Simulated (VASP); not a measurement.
A run of VASP 6.6.1:

INCAR

```
PREC = Accurate
ENCUT = 600
EDIFF = 1E-6
ISMEAR = 0
SIGMA = 0.1
LREAL = F
LASPH = T
NELM = 80
ALGO = Normal
ISIF = 3
LWAVE = F
LCHARG = F
GGA = PE
IBRION = 2
NSW = 100
EDIFFG = -0.01
```

KPOINTS

```
regular mesh
0
Gamma
  6 6 6
```

File POSCAR:

```
Hf2SiO4
1.0
    0.0000000000      4.3384823021      4.3384823021
    4.3384823021      0.0000000000      4.3384823021
    4.3384823021      4.3384823021      0.0000000000
Hf Si O
4 2 8
Direct
    0.1250000000      0.6250000000      0.6250000000
    0.6250000000      0.1250000000      0.6250000000
    0.6250000000      0.6250000000      0.1250000000
    0.6250000000      0.6250000000      0.6250000000
    0.2500000000      0.2500000000      0.2500000000
    0.0000000000      0.0000000000      0.0000000000
    0.3597008003      0.3597008003      0.9208975992
    0.3597008003      0.9208975992      0.3597008003
    0.9208975992      0.3597008003      0.3597008003
    0.3597008003      0.3597008003      0.3597008003
    0.3291024008      0.8902991997      0.8902991997
    0.8902991997      0.3291024008      0.8902991997
    0.8902991997      0.8902991997      0.3291024008
    0.8902991997      0.8902991997      0.8902991997
```

Potentials or basis: VASP PAW PBE potentials, release 64 (Hf_pv, Si, O).

Command:

```console
$ cat potpaw_PBE.64/Hf_pv/POTCAR potpaw_PBE.64/Si/POTCAR potpaw_PBE.64/O/POTCAR > POTCAR
$ mpirun -np 1 vasp_std > vasp.out
```

Hardware: 1 thread of Oxide Virtual Turin-like Processor (shared host).

**Question.** Estimate the wall time of this run.

**Answer.** It took 30 min on 1 thread of Oxide Virtual Turin-like Processor, with other jobs on the host, peak memory 0.41 GiB. Counts: scf iterations 50, k points 16, ion steps 5.
